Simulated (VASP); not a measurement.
# AgBi (P4/mmm) in VASP: a series of runs

Runs on AgBi. Level: PBE. Tasks: single point, relaxation of cell and atoms.

Everything below comes from runs of VASP 6.6.1. Logs are shortened: lines on timing, memory, paths and dates and some standing lists are left out, and cuts for length are marked.

### 1 The cell of the first run

Symmetry: P4/mmm, No. 123, tetragonal system. Conventional cell: a = 3.390 Å, b = 3.390 Å, c = 4.328 Å, α = 90.00°, β = 90.00°, γ = 90.00°. Ag (site symmetry 4/mmm) has 8 Bi at 3.23 Å and 6 Ag at 3.39 to 4.33 Å within 4.4 Å. Bi (site symmetry 4/mmm) has 8 Ag at 3.23 Å and 6 Bi at 3.39 to 4.33 Å within 4.4 Å.

### 2 Single point, PBE

Contents of INCAR:

```
SYSTEM = AgBi
PREC = Accurate ; ENCUT = 520
EDIFF = 1E-6 ; ISMEAR = 0
SIGMA = 0.1 ; LREAL = .False.
LASPH = .True. ; NELM = 60
ALGO = Fast ; ISIF = 2
LWAVE = .False. ; LCHARG = .False.
GGA = PE ; NBANDS = 20
```

Contents of KPOINTS:

```
regular mesh
0
Gamma
  16 16 12
  0 0 0
```

Contents of POSCAR:

```
AgBi
1.0
    3.3900623870      0.0000000000      0.0000000000
    0.0000000000      3.3900623870      0.0000000000
    0.0000000000      0.0000000000      4.3276204177
Ag Bi
1 1
Direct
    0.5000000000      0.5000000000      0.5000000000
    0.0000000000      0.0000000000      0.0000000000
```

Potentials or basis: VASP PAW PBE potentials, release 64 (Ag, Bi_d).

Launch:

```console
$ cat potpaw_PBE.64/Ag/POTCAR potpaw_PBE.64/Bi_d/POTCAR > POTCAR
$ mpirun -np 1 vasp_std > vasp.out
```

OUTCAR:

```text
SYSTEM = AgBi
   PREC = Accurate
   ENCUT = 520
   EDIFF = 1E-6
   ISMEAR = 0
   LREAL = .False.
   LASPH = .True.
   NELM = 60
   ISIF = 2
   GGA = PE

 ion  position               nearest neighbor table
   1  0.500  0.500  0.500-   2 3.23   2 3.23   2 3.23   2 3.23   2 3.23   2 3.23   2 3.23   2 3.23

   2  0.000  0.000  0.000-   1 3.23   1 3.23   1 3.23   1 3.23   1 3.23   1 3.23   1 3.23   1 3.23

  LATTYP: Found a simple tetragonal cell.
 ALAT       =     3.3900623870
 C/A-ratio  =     1.2765607012

  Lattice vectors:

 A1 = (   3.3900623870,   0.0000000000,   0.0000000000)
 A2 = (   0.0000000000,   3.3900623870,   0.0000000000)
 A3 = (   0.0000000000,   0.0000000000,   4.3276204177)

Analysis of symmetry for initial positions (statically):
=====================================================================
 Subroutine PRICEL returns:
 Original cell was already a primitive cell.

 Routine SETGRP: Setting up the symmetry group for a
 simple tetragonal supercell.

 Subroutine GETGRP returns: Found 16 space group operations
 (whereof 16 operations were pure point group operations)
 out of a pool of 16 trial point group operations.

The static configuration has the point symmetry D_4h.

Analysis of symmetry for dynamics (positions and initial velocities):
=====================================================================
 Subroutine PRICEL returns:
 Original cell was already a primitive cell.

 Routine SETGRP: Setting up the symmetry group for a
 simple tetragonal supercell.

 Subroutine GETGRP returns: Found 16 space group operations
 (whereof 16 operations were pure point group operations)
 out of a pool of 16 trial point group operations.

The dynamic configuration has the point symmetry D_4h.

 Subroutine INISYM returns: Found 16 space group operations
 (whereof 16 operations are pure point group operations),
 and found     1 'primitive' translations

----------------------------------------------------------------------------------------

                                     Primitive cell

  volume of cell :      49.7353

  direct lattice vectors                    reciprocal lattice vectors
     3.390062387  0.000000000  0.000000000     0.294979822  0.000000000  0.000000000
     0.000000000  3.390062387  0.000000000     0.000000000  0.294979822  0.000000000
     0.000000000  0.000000000  4.327620418     0.000000000  0.000000000  0.231073871

  length of vectors
     3.390062387  3.390062387  4.327620418     0.294979822  0.294979822  0.231073871

  position of ions in fractional coordinates (direct lattice)
     0.500000000  0.500000000  0.500000000
     0.000000000  0.000000000  0.000000000

  ion indices of the primitive-cell ions
   primitive index   ion index
                 1           1
                 2           2

----------------------------------------------------------------------------------------

 KPOINTS: regular mesh

Automatic generation of k-mesh.
 Grid dimensions read from file:
 generate k-points for:   16   16   12

 Generating k-lattice:

  Cartesian coordinates                     Fractional coordinates (reciprocal lattice)
     0.018436239  0.000000000  0.000000000     0.062500000  0.000000000  0.000000000
     0.000000000  0.018436239  0.000000000     0.000000000  0.062500000  0.000000000
     0.000000000  0.000000000  0.019256156     0.000000000  0.000000000  0.083333333

  Length of vectors
     0.018436239  0.018436239  0.019256156

  Shift w.r.t. Gamma in fractional coordinates (k-lattice)
     0.000000000  0.000000000  0.000000000

 Subroutine IBZKPT returns following result:
 ===========================================

 Found    315 irreducible k-points:

 Following reciprocal coordinates:
            Coordinates               Weight
  0.000000  0.000000  0.000000      1.000000
  0.062500  0.000000  0.000000      4.000000
  0.125000  0.000000  0.000000      4.000000
  0.187500  0.000000  0.000000      4.000000
  0.250000  0.000000  0.000000      4.000000
  0.312500  0.000000  0.000000      4.000000
[... 16 lines left out ...]
  0.437500  0.125000  0.000000      8.000000
  0.500000  0.125000  0.000000      4.000000
 [... further k-points ...]
   k-points           NKPTS =    315   k-points in BZ     NKDIM =    315   number of bands    NBANDS=     20
   number of dos      NEDOS =    301   number of ions     NIONS =      2
   total plane-waves  NPLWV =  25088
   dimension x,y,z NGX =    28 NGY =   28 NGZ =   32
   dimension x,y,z NGXF=    56 NGYF=   56 NGZF=   64
   ions per type =               1   1
   NGX,Y,Z   is equivalent  to a cutoff of  13.73, 13.73, 12.29 a.u.
   NGXF,Y,Z  is equivalent  to a cutoff of  27.46, 27.46, 24.59 a.u.
 SYSTEM =  AgBi
   PREC   = accura    normal or accurate (medium, high low for compatibility)
   ISTART =      0    job   : 0-new  1-cont  2-samecut
   ICHARG =      2    charge: 1-file 2-atom 10-const
   ISPIN  =      1    spin polarized calculation?
   LNONCOLLINEAR =      F non collinear calculations
   LSORBIT =      F    spin-orbit coupling
   LASPH  =      T    aspherical Exc in radial PAW
   ENCUT  =  520.0 eV  38.22 Ry    6.18 a.u.   6.30  6.30  8.05*2*pi/ulx,y,z
   NELM   =     60;   NELMIN=  2; NELMDL= -5     # of ELM steps
   EDIFF  = 0.1E-05   stopping-criterion for ELM
   LREAL  =      F    real-space projection
   EDIFFG = 0.1E-04   stopping-criterion for IOM
   NSW    =      0    number of steps for IOM
   IBRION =     -1    ionic relax: 0-MD 1-quasi-New 2-CG
   NFREE  =      0    steps in history (QN), initial steepest desc. (CG)
   ISIF   =      2    stress and relaxation
   ISYM   =      2    0-nonsym 1-usesym 2-fastsym
   POTIM  = 0.5000    time-step for ionic-motion
   TEBEG  =    0.0;   TEEND  =   0.0 temperature during run
   PSTRESS=    0.0 pullay stress
   NELECT =      26.0000    total number of electrons
   NUPDOWN=      -1.0000    fix difference up-down
   EMIN   =  10.00;   EMAX   =-10.00  energy-range for DOS
   EFERMI =   0.00;   METHOD = LEGACY
   ISMEAR =     0;   SIGMA  =   0.10  broadening in eV -4-tet -1-fermi 0-gaus
   EFERMI_NEDOS =   21; number of points for ismear=-14 and -15
   IALGO  =     68    algorithm
   IMIX   =      4    mixing-type and parameters
     AMIX     =   0.40;   BMIX     =  1.00
     AMIX_MAG =   1.60;   BMIX_MAG =  1.00
  volume/ion in A,a.u.               =      24.87       167.82
  Fermi-wavevector in a.u.,A,eV,Ry     =   1.318796  2.492164 23.663580  1.739224
  Thomas-Fermi vector in A             =   2.448741
   LORBIT       =      0    0 simple, 1 ext, 2 COOP (PROOUT), +10 PAW based schemes
   GGA     = PE    functional components
   LHFCALC =     F    Hartree Fock is set to
   AEXX    =    0.0000 exact exchange contribution
   IVDW    =     0    specifies the selected vdW correction
   LEPSILON=     F    determine dielectric tensor
   LRPA    =     F    only Hartree local field effects (RPA)
 non-spin polarized calculation
 RMM-DIIS sequential band-by-band and
 Gauss-broadening in eV      SIGMA  =   0.10
  energy-cutoff  :      520.00
  volume of cell :       49.74
 maximum number of plane-waves:      1358
 NGX is ok and might be reduce to    28
   NGX = 13   NGY = 13   NGZ = 17

 number of electron      25.9999998 magnetization

 Free energy of the ion-electron system (eV)
  ---------------------------------------------------
  ext. energy  EPLUGINS =         0.00000000
  ---------------------------------------------------
  free energy    TOTEN  =        -6.38223316 eV

  energy without entropy =       -6.37824571  energy(sigma->0) =       -6.38023944

 E-fermi :   7.9130     XC(G=0): -10.8176

 val. band max:        7.9107347484   @ k =   0.3125   0.0625   0.0000
 cond. band min:       7.9293127383   @ k =   0.4375   0.1250   0.4167
 fundamental gap:      0.0185779899
 Fermi energy:         7.9129922335

 k-point     1 :       0.0000    0.0000    0.0000
  band No.  band energies     occupation
      1     -15.2356      2.00000
      2     -15.1366      2.00000
      3     -15.0438      2.00000
      4     -15.0438      2.00000
      5     -15.0189      2.00000
      6      -4.8893      2.00000
[... 12 lines left out ...]
     19      19.2889      0.00000
     20      19.9446      0.00000

 k-point     2 :       0.0625    0.0000    0.0000
  band No.  band energies     occupation
      1     -15.2303      2.00000
      2     -15.1343      2.00000
      3     -15.0462      2.00000
      4     -15.0435      2.00000
      5     -15.0211      2.00000
      6      -4.8438      2.00000
[... 12 lines left out ...]
     19      19.3122      0.00000
     20      19.4272      0.00000

 k-point     3 :       0.1250    0.0000    0.0000
  band No.  band energies     occupation
      1     -15.2165      2.00000
      2     -15.1264      2.00000
      3     -15.0532      2.00000
      4     -15.0428      2.00000
      5     -15.0273      2.00000
      6      -4.7087      2.00000
[... 12 lines left out ...]
     19      18.3092      0.00000
     20      19.5142      0.00000

 k-point     4 :       0.1875    0.0000    0.0000
  band No.  band energies     occupation
      1     -15.1996      2.00000
      2     -15.1106      2.00000
      3     -15.0637      2.00000
      4     -15.0417      2.00000
      5     -15.0365      2.00000
      6      -4.4891      2.00000
[... 12 lines left out ...]
     19      18.5520      0.00000
     20      19.8631      0.00000

 k-point     5 :       0.2500    0.0000    0.0000
  band No.  band energies     occupation
      1     -15.1858      2.00000
      2     -15.0859      2.00000
      3     -15.0760      2.00000
      4     -15.0473      2.00000
      5     -15.0404      2.00000
      6      -4.1960      2.00000
[... 12 lines left out ...]
     19      19.5958      0.00000
     20      20.2177      0.00000
[... 353 lines left out ...]
      6      -3.6844      2.00000
[... 12 lines left out ...]
     19      17.7085      0.00000
     20      19.5855      0.00000

 k-point    22 :       0.3750    0.1250    0.0000
  band No.  band energies     occupation
      1     -15.1434      2.00000
      2     -15.0978      2.00000
      3     -15.0778      2.00000
      4     -15.0477      2.00000
      5     -15.0268      2.00000
      6      -3.3391      2.00000
[... 12 lines left out ...]
     19      17.9663      0.00000
     20      20.0922      0.00000

 k-point    23 :       0.4375    0.1250    0.0000
  band No.  band energies     occupation
      1     -15.1409      2.00000
      2     -15.1047      2.00000
      3     -15.0842      2.00000
      4     -15.0471      2.00000
      5     -15.0073      2.00000
      6      -3.0627      2.00000
[... 12 lines left out ...]
     19      18.2075      0.00000
     20      20.3472      0.00000

 k-point    24 :       0.5000    0.1250    0.0000
  band No.  band energies     occupation
      1     -15.1402      2.00000
      2     -15.1071      2.00000
      3     -15.0864      2.00000
      4     -15.0468      2.00000
      5     -15.0003      2.00000
      6      -2.9532      2.00000
[... 12 lines left out ...]
     19      18.3130      0.00000
     20      20.3282      0.00000

 [... further k-points ...]

------------------------ aborting loop because EDIFF is reached ----------------------------------------

  FORCE on cell =-STRESS in cart. coord.  units (eV):
  Direction    XX          YY          ZZ          XY          YZ          ZX
  --------------------------------------------------------------------------------------
  -------------------------------------------------------------------------------------
  Total       -0.0059807     -0.0059807     -0.0168617      0.0000000     -0.0000000      0.0000000
  in kB       -0.1926617     -0.1926617     -0.5431846      0.0000000     -0.0000000      0.0000000
  external PRESSURE =      -0.3095026 kB  Pullay stress =       0.0000000 kB

 VOLUME and BASIS-vectors are now :
 -----------------------------------------------------------------------------
  energy-cutoff  :      520.00
  volume of cell :       49.74
      direct lattice vectors                 reciprocal lattice vectors
     3.390062387  0.000000000  0.000000000     0.294979822  0.000000000  0.000000000
     0.000000000  3.390062387  0.000000000     0.000000000  0.294979822  0.000000000
     0.000000000  0.000000000  4.327620418     0.000000000  0.000000000  0.231073871

 POSITION                                       TOTAL-FORCE (eV/Angst)
 -----------------------------------------------------------------------------------
      1.69503      1.69503      2.16381         0.000000      0.000000      0.000000
      0.00000      0.00000      0.00000         0.000000      0.000000      0.000000
 -----------------------------------------------------------------------------------
    total drift:                                0.000000      0.000000      0.000000

  FREE ENERGIE OF THE ION-ELECTRON SYSTEM (eV)
  ---------------------------------------------------
  free  energy   TOTEN  =        -6.3822331597 eV

  energy  without entropy=       -6.3782457120  energy(sigma->0) =       -6.38023944
```

Run time: 6.8 min. Hardware: 1 thread of Oxide Virtual Turin-like, shared host; peak memory 0.37 GiB.

What came out:

| Property | Result |
| --- | --- |
| Free energy | -6.3822 eV |
| Pressure | 0.0 GPa |
| Band gap on the k mesh | zero (bands 13 and 14 overlap by 4.44 eV) |

Caveat: spin-orbit coupling is left out, which moves the levels of the heavy elements.

### 3 Relaxation of cell and atoms, PBE

This run uses another cell than the first one, of 26.33 Å³/atom.

Contents of INCAR:

```
PREC = Accurate
ENCUT = 600
EDIFF = 1E-6
ISMEAR = 0
SIGMA = 0.1
LREAL = F
LASPH = T
NELM = 100
ALGO = Fast
ISIF = 3
LWAVE = F
LCHARG = F
GGA = PE
IBRION = 2
NSW = 100
EDIFFG = -0.01
```

Contents of KPOINTS:

```
Automatic mesh
0
Gamma
  16 16 12
```

Contents of POSCAR:

```
AgBi
1.0
    3.4249105377      0.0000000000      0.0000000000
    0.0000000000      3.4249105377      0.0000000000
    0.0000000000      0.0000000000      4.4890791691
Ag Bi
1 1
Direct
    0.5000000000      0.5000000000      0.5000000000
    0.0000000000      0.0000000000      0.0000000000
```

Potentials or basis: VASP PAW PBE potentials, release 64 (Ag, Bi_d).

Launch:

```console
$ cat potpaw_PBE.64/Ag/POTCAR potpaw_PBE.64/Bi_d/POTCAR > POTCAR
$ mpirun -np 1 vasp_std > vasp.out
```

Run time: 35 min. Hardware: 1 thread of Oxide Virtual Turin-like, shared host; peak memory 0.45 GiB.

It converged, with:

| Quantity | Value |
| --- | --- |
| Free energy | -6.3825 eV |
| Relaxed volume | 24.87 Å³/atom |
| Relaxed cell | a = 3.394 Å, b = 3.394 Å, c = 4.318 Å, α = 90.00°, β = 90.00°, γ = 90.00° |
| Space group after relaxing (to 0.1 Å) | P4/mmm (No. 123) |
| Energy gained by relaxing | 14.6 meV/atom |
| Ionic steps | 8 |
| Pressure after relaxing | 0.0 GPa |
| Band gap on the k mesh | zero (bands 13 and 14 overlap by 4.43 eV) |

The path:
```
step  energy change (eV)  largest force (eV/Å)  pressure (GPa)  volume (Å³)
   1              0.0000                0.0000           -2.92        52.66
   2             -0.0254                0.0000            0.95        49.08
   3             -0.0275                0.0000            0.04        49.81
   4             -0.0275                0.0000           -0.01        49.87
   5             -0.0281                0.0000           -0.06        49.85
   6             -0.0291                0.0000           -0.02        49.79
   7             -0.0292                0.0000           -0.06        49.76
   8             -0.0292                0.0000           -0.04        49.74
```

Final structure:
```
CELL_PARAMETERS angstrom
3.39393 0.00000 0.00000
0.00000 3.39393 0.00000
0.00000 0.00000 4.31798
ATOMIC_POSITIONS crystal
Ag 0.50000 0.50000 0.50000
Bi 0.00000 0.00000 0.00000
```

Levels at points of the mesh, in eV from the Fermi level:
```tsv
k point	band 11	band 12	band 13	band 14	band 15	band 16
(0.00, 0.00, 0.00)	-4.17	-2.07	-0.42	2.07	2.07	6.73
(0.50, 0.00, 0.00)	-4.36	-3.36	1.48	2.64	4.06	4.30
(0.50, 0.50, 0.00)	-3.85	-3.49	-3.49	0.79	1.74	5.76
(0.00, 0.00, 0.50)	-4.44	-4.18	3.46	3.46	5.45	7.23
(0.50, 0.00, 0.50)	-4.24	-4.15	-3.36	-0.66	4.42	8.82
(0.50, 0.50, 0.50)	-3.85	-1.10	-1.10	0.92	1.92	1.92
```

Caveat: spin-orbit coupling is left out, which moves the levels of the heavy elements.
